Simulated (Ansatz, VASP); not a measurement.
## Two plane-wave programs on AlGaN2

Contents of POSCAR:

```
AlGaN2
1.0
    3.0937638930      0.0000000000      0.0000000000
    0.0000000000      3.0937638930      0.0000000000
    0.0000000000      0.0000000000      4.5565530782
Al Ga N
1 1 2
Direct
    0.5000000000      0.5000000000      0.5000000000
    0.0000000000      0.0000000000      0.0000000000
    0.5000000000      0.0000000000      0.7382648100
    0.0000000000      0.5000000000      0.2617351900
```

INCAR.step1

```
  PREC = Accurate
  ENCUT = 520
  ISMEAR = 0
  SIGMA = 0.05
  LREAL = F
  LASPH = T
  NELM = 80
  NBANDS = 21
  GGA = PE
  ALGO = Normal
  EDIFF = 1E-4
  LWAVE = T
  LCHARG = F
```

INCAR.step2

```
  PREC = Accurate
  ENCUT = 520
  EDIFF = 1E-7
  ISMEAR = 0
  SIGMA = 0.05
  LREAL = F
  LASPH = T
  NELM = 80
  ALGO = Normal
  ISIF = 2
  LWAVE = F
  LCHARG = F
  METAGGA = R2SCAN
  LMIXTAU = T
  NBANDS = 21
  ISTART = 1
```

File KPOINTS:

```
Automatic mesh
0
Gamma
  8 8 6
```

Input for Ansatz:

```yaml
crystal:
  lattice:
    - [3.093763893, 0.0, 0.0]
    - [0.0, 3.093763893, 0.0]
    - [0.0, 0.0, 4.5565530782]
  atoms:
    - { symbol: Al, position: [0.5, 0.5, 0.5] }
    - { symbol: Ga, position: [0.0, 0.0, 0.0] }
    - { symbol: "N", position: [0.5, 0.0, 0.73826481] }
    - { symbol: "N", position: [0.0, 0.5, 0.26173519] }
basis:
  ecutwfc: 500
kpoints:
  mp_grid: { grid: [8, 8, 6] }
hamiltonian:
  xc: r2scan
scf:
  occupations: { method: gaussian, width: 0.05 }
output:
  forces: true
  stress: true
  eigenvalues: true
```

Change from the starting cell: strain -0.015 along x and y, +0.030 along z, atoms carried along.

Alike in both runs: task single point; functional r2SCAN; k mesh 8 × 8 × 6; occupations gaussian, width 0.05 eV; no spin polarisation.

|  | VASP | Ansatz |
| --- | --- | --- |
| version | VASP 6.6.1 | Ansatz 0.2.0 |
| potentials or method | VASP PAW PBE potentials, release 64 (Al, Ga_d, N), cutoff 520 eV | scalar-relativistic, plane waves, PAW |
| valence electrons in the cell | 26 | 26 |

```tsv
	VASP	Ansatz	Ansatz less VASP
gap on the k mesh at the Fermi level (eV)	3.29	3.28	-0.009
least direct gap on the mesh (eV)	3.29	3.28	-0.009
pressure (GPa)	0.1	-0.3	-0.37
traceless stress, the component that is largest in VASP (GPa)	-4.58	-4.61	-0.035
rms of the force components (eV/Å)	0.032	0.070	+0.0374
```

VASP's potentials were made for PBE, not for r2SCAN. Atom by atom the forces differ by 0.037 eV/Å (rms over components).
